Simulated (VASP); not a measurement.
Runs of VASP 6.6.1 on PbF2. It takes space group Fm-3m (No. 225, cubic). Conventional cell: a = 5.892 Å, b = 5.892 Å, c = 5.892 Å, α = 90.00°, β = 90.00°, γ = 90.00°. Pb (site symmetry m-3m) has 8 F at 2.55 Å within 3.4 Å. Within 3.4 Å of F (site symmetry -43m) lie 4 Pb at 2.55 Å and 6 F at 2.95 Å. 

| task | level | k mesh | cutoff (eV) | smearing | gap on the mesh (eV) | pressure (GPa) |
| --- | --- | --- | --- | --- | --- | --- |
| single point | r2SCAN | 8 × 8 × 8 | 660 | gaussian 0.01 eV | (a) | 1.1 |
| single point | PBE | 8 × 8 × 8 | 600 | fermi-dirac 0.02 eV | 4.41 | 3.9 |
| single point | PBE | 4 × 4 × 4 | 600 | gaussian 0.01 eV | 4.41 | 3.9 |
| dielectric tensor | r2SCAN | 6 × 6 × 6 | 580 | gaussian 0.01 eV | 4.96 | - |
| dielectric tensor | PBE | 6 × 6 × 6 | 520 | gaussian 0.01 eV | 4.44 | - |

Alike in all rows: potentials or basis VASP PAW PBE potentials, release 64 (Pb_d, F); no spin polarisation; cell as given.

Problem. Fill in the values left out.

Solution. (a) 4.93.

Caveats: some runs use coarse meshes; spin-orbit coupling is left out, which moves the levels of the heavy elements; the PAW data sets were made with another functional, which shifts forces and pressure a little (at least some runs); the cell stands under pressure (at least some runs).

A k mesh can miss the band edges, and the runs leave out spin-orbit coupling on Pb.
